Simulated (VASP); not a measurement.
# Si2C3 (P-6m2) in VASP: further runs

Runs on Si2C3. Level: PBE. Tasks: single point, relaxation of cell and atoms.

Program: VASP 6.6.1. These are calculated values, not measurements. Logs are shortened: lines on timing, memory, paths and dates and some standing lists are left out, and cuts for length are marked.

### 1 The cell of the first run

It takes space group P-6m2 (No. 187, hexagonal). Conventional cell: a = 2.766 Å, b = 2.766 Å, c = 14.037 Å, α = 90.00°, β = 90.00°, γ = 120.00°. Within 2.4 Å of Si (site symmetry 3m) lie 4 C at 1.79 to 1.97 Å. Within 3.2 Å of Si (site symmetry -6m2) lie 6 C at 2.39 Å and 8 Si at 2.58 to 2.77 Å. Si (site symmetry -6m2) has 2 C at 2.00 Å and 6 Si at 2.77 Å within 2.8 Å. C (site symmetry 3m) has 3 C at 1.66 Å and 1 Si at 1.97 Å within 2.2 Å. Within 2.2 Å of C (site symmetry 3m) lie 3 C at 1.66 Å and 1 Si at 2.00 Å. C (site symmetry 3m) has 6 Si at 1.79 to 2.39 Å within 2.4 Å.

### 2 Single point, PBE

File INCAR:

```
SYSTEM = Si2C3
PREC     = Accurate       ! precision mode
ENCUT    = 520            ! plane-wave cutoff, eV
EDIFF    = 1E-7           ! SCF threshold, eV
ISMEAR   = 0              ! smearing method
SIGMA    = 0.1            ! smearing width, eV
LREAL    = .FALSE.        ! projectors in reciprocal space
LASPH    = .TRUE.         ! aspherical terms in the spheres
NELM     = 100            ! most SCF steps
ALGO     = Normal         ! electronic algorithm
ISIF     = 2              ! what is computed and relaxed
LWAVE    = .FALSE.        ! write WAVECAR
LCHARG   = .TRUE.         ! write CHGCAR
GGA      = PE             ! functional
LELF     = .TRUE.         ! ELF
LVHAR    = .TRUE.       
NBANDS   = 31             ! bands
```

File KPOINTS:

```
regular mesh
0
G
  6 6 1
  0 0 0
```

File POSCAR:

```
Si2C3
1.0
    2.7663867881      0.0000000000      0.0000000000
   -1.3831933940      2.3957612352      0.0000000000
    0.0000000000      0.0000000000     14.0373298574
Si C
4 6
Direct
    0.6666666667      0.3333333333      0.8159082970
    0.6666666667      0.3333333333      0.0000000000
    0.6666666667      0.3333333333      0.1840917030
    0.3333333333      0.6666666667      0.5000000000
    0.6666666667      0.3333333333      0.3242411265
    0.6666666667      0.3333333333      0.6757588735
    0.3333333333      0.6666666667      0.6426177790
    0.3333333333      0.6666666667      0.8733638109
    0.3333333333      0.6666666667      0.1266361891
    0.3333333333      0.6666666667      0.3573822210
```

Potentials or basis: VASP PAW PBE potentials, release 64 (Si, C).

Run with:

```bash
cat potpaw_PBE.64/Si/POTCAR potpaw_PBE.64/C/POTCAR > POTCAR
mpirun -np 1 vasp_std > vasp.out
```

OUTCAR:

```text
SYSTEM = Si2C3
   PREC = Accurate
   ENCUT = 520
   EDIFF = 1E-7
   ISMEAR = 0
   LREAL = .FALSE.
   LASPH = .TRUE.
   NELM = 100
   ISIF = 2
   GGA = PE

 ion  position               nearest neighbor table
   1  0.667  0.333  0.816-   8 1.79   8 1.79   8 1.79   6 1.97   2 2.58
   2  0.667  0.333  0.000-   8 2.39   9 2.39   8 2.39   9 2.39   8 2.39   9 2.39   1 2.58   3 2.58

   3  0.667  0.333  0.184-   9 1.79   9 1.79   9 1.79   5 1.97   2 2.58
   4  0.333  0.667  0.500-   7 2.00  10 2.00
   5  0.667  0.333  0.324-  10 1.66  10 1.66  10 1.66   3 1.97
   6  0.667  0.333  0.676-   7 1.66   7 1.66   7 1.66   1 1.97
   7  0.333  0.667  0.643-   6 1.66   6 1.66   6 1.66   4 2.00
   8  0.333  0.667  0.873-   1 1.79   1 1.79   1 1.79   2 2.39   2 2.39   2 2.39
   9  0.333  0.667  0.127-   3 1.79   3 1.79   3 1.79   2 2.39   2 2.39   2 2.39
  10  0.333  0.667  0.357-   5 1.66   5 1.66   5 1.66   4 2.00

  LATTYP: Found a hexagonal cell.
 ALAT       =     2.7663867881
 C/A-ratio  =     5.0742469989

  Lattice vectors:

 A1 = (   2.7663867881,   0.0000000000,   0.0000000000)
 A2 = (  -1.3831933940,   2.3957612352,   0.0000000000)
 A3 = (   0.0000000000,   0.0000000000,  14.0373298574)

Analysis of symmetry for initial positions (statically):
=====================================================================
 Subroutine PRICEL returns:
 Original cell was already a primitive cell.

 Routine SETGRP: Setting up the symmetry group for a
 hexagonal supercell.

 Subroutine GETGRP returns: Found 12 space group operations
 (whereof 12 operations were pure point group operations)
 out of a pool of 24 trial point group operations.

The static configuration has the point symmetry D_3h.

Analysis of symmetry for dynamics (positions and initial velocities):
=====================================================================
 Subroutine PRICEL returns:
 Original cell was already a primitive cell.

 Routine SETGRP: Setting up the symmetry group for a
 hexagonal supercell.

 Subroutine GETGRP returns: Found 12 space group operations
 (whereof 12 operations were pure point group operations)
 out of a pool of 24 trial point group operations.

The dynamic configuration has the point symmetry D_3h.

 Subroutine INISYM returns: Found 12 space group operations
 (whereof 12 operations are pure point group operations),
 and found     1 'primitive' translations
[... 99 lines left out ...]
   ISIF   =      2    stress and relaxation
   ISYM   =      2    0-nonsym 1-usesym 2-fastsym
   POTIM  = 0.5000    time-step for ionic-motion
   TEBEG  =    0.0;   TEEND  =   0.0 temperature during run
   PSTRESS=    0.0 pullay stress
   NELECT =      40.0000    total number of electrons
   NUPDOWN=      -1.0000    fix difference up-down
   EMIN   =  10.00;   EMAX   =-10.00  energy-range for DOS
   EFERMI =   0.00;   METHOD = LEGACY
   ISMEAR =     0;   SIGMA  =   0.10  broadening in eV -4-tet -1-fermi 0-gaus
   EFERMI_NEDOS =   21; number of points for ismear=-14 and -15
   IALGO  =     38    algorithm
   IMIX   =      4    mixing-type and parameters
     AMIX     =   0.40;   BMIX     =  1.00
     AMIX_MAG =   1.60;   BMIX_MAG =  1.00
  volume/ion in A,a.u.               =       9.30        62.78
  Fermi-wavevector in a.u.,A,eV,Ry     =   1.235609  2.334963 20.772429  1.526730
  Thomas-Fermi vector in A             =   2.370252
   LORBIT       =      0    0 simple, 1 ext, 2 COOP (PROOUT), +10 PAW based schemes
   GGA     = PE    functional components
   LHFCALC =     F    Hartree Fock is set to
   AEXX    =    0.0000 exact exchange contribution
   IVDW    =     0    specifies the selected vdW correction
   LEPSILON=     F    determine dielectric tensor
   LRPA    =     F    only Hartree local field effects (RPA)
 non-spin polarized calculation
 Gauss-broadening in eV      SIGMA  =   0.10
  energy-cutoff  :      520.00
  volume of cell :       93.03
 maximum number of plane-waves:      2521
 NGX is ok and might be reduce to    24
   NGX = 11   NGY = 11   NGZ = 53

 number of electron      39.9999999 magnetization

 Free energy of the ion-electron system (eV)
  ---------------------------------------------------
  ext. energy  EPLUGINS =         0.00000000
  ---------------------------------------------------
  free energy    TOTEN  =       -69.74541393 eV

  energy without entropy =      -69.72916286  energy(sigma->0) =      -69.73728839

 E-fermi :   9.9492     XC(G=0): -11.8313

 val. band max:        9.5627594913   @ k =   0.1667   0.1667   0.0000
 cond. band min:      10.0030972732   @ k =   0.3333   0.1667   0.0000
 fundamental gap:      0.4403377819
 Fermi energy:         9.9492339110

 k-point     1 :       0.0000    0.0000    0.0000
  band No.  band energies     occupation
      1      -8.5144      2.00000
      2      -8.3529      2.00000
      3      -7.0920      2.00000
      4      -6.5458      2.00000
      5      -2.9779      2.00000
      6      -1.4523      2.00000
[... 227 lines left out ...]
     30      17.1561      0.00000
     31      17.3659      0.00000

------------------------ aborting loop because EDIFF is reached ----------------------------------------

  FORCE on cell =-STRESS in cart. coord.  units (eV):
  Direction    XX          YY          ZZ          XY          YZ          ZX
  --------------------------------------------------------------------------------------
  -------------------------------------------------------------------------------------
  Total        0.1444982      0.1444982     -0.1199037      0.0000000      0.0000000     -0.0000000
  in kB        2.4884683      2.4884683     -2.0649151      0.0000000      0.0000000     -0.0000000
  external PRESSURE =       0.9706739 kB  Pullay stress =       0.0000000 kB

 VOLUME and BASIS-vectors are now :
 -----------------------------------------------------------------------------
  energy-cutoff  :      520.00
  volume of cell :       93.03
      direct lattice vectors                 reciprocal lattice vectors
     2.766386788  0.000000000  0.000000000     0.361482351  0.208701933  0.000000000
    -1.383193394  2.395761235  0.000000000     0.000000000  0.417403865  0.000000000
     0.000000000  0.000000000 14.037329857     0.000000000  0.000000000  0.071238619

 POSITION                                       TOTAL-FORCE (eV/Angst)
 -----------------------------------------------------------------------------------
      1.38319      0.79859     11.45317         0.000000      0.000000      0.041460
      1.38319      0.79859      0.00000        -0.000000      0.000000      0.000000
      1.38319      0.79859      2.58416         0.000000      0.000000     -0.041460
     -0.00000      1.59717      7.01866        -0.000000      0.000000      0.000000
      1.38319      0.79859      4.55148        -0.000000     -0.000000     -0.017975
      1.38319      0.79859      9.48585        -0.000000     -0.000000      0.017975
     -0.00000      1.59717      9.02064        -0.000000      0.000000     -0.010489
     -0.00000      1.59717     12.25970         0.000000      0.000000     -0.022417
     -0.00000      1.59717      1.77763         0.000000      0.000000      0.022417
     -0.00000      1.59717      5.01669        -0.000000      0.000000      0.010489
 -----------------------------------------------------------------------------------
    total drift:                                0.000000     -0.000000     -0.000000

  FREE ENERGIE OF THE ION-ELECTRON SYSTEM (eV)
  ---------------------------------------------------
  free  energy   TOTEN  =       -69.7454139270 eV

  energy  without entropy=      -69.7291628597  energy(sigma->0) =      -69.73728839
```

It took 26 s on 1 thread of Intel Xeon Platinum 8375C at 2.90GHz (Ice Lake), shared host; peak memory 0.22 GiB.

Results:

```
Free energy            : -69.7454 eV
Pressure               : 0.1 GPa
Largest force          : 0.041 eV/Å
Band gap on the k mesh : zero (bands 20 and 21 overlap by 4.20 eV)
```

Forces on the atoms (eV/Å):
```
Si   0.000  0.000  0.041
Si   0.000  0.000  0.000
Si   0.000  0.000 -0.041
Si   0.000  0.000  0.000
C    0.000  0.000 -0.018
C    0.000  0.000  0.018
C    0.000  0.000 -0.010
C    0.000  0.000 -0.022
C    0.000  0.000  0.022
C    0.000  0.000  0.010
```

Stress tensor (GPa, compression positive):
```
 0.25  0.00  0.00
 0.00  0.25  0.00
 0.00  0.00 -0.21
```

Caveat: the k points lie up to 0.45 Å⁻¹ apart, too coarse for converged energies and pressures of a metal.

(Part 1 of 2 ends here.)

The gap in the log of VASP goes by the Fermi energy; the results here count the filled bands.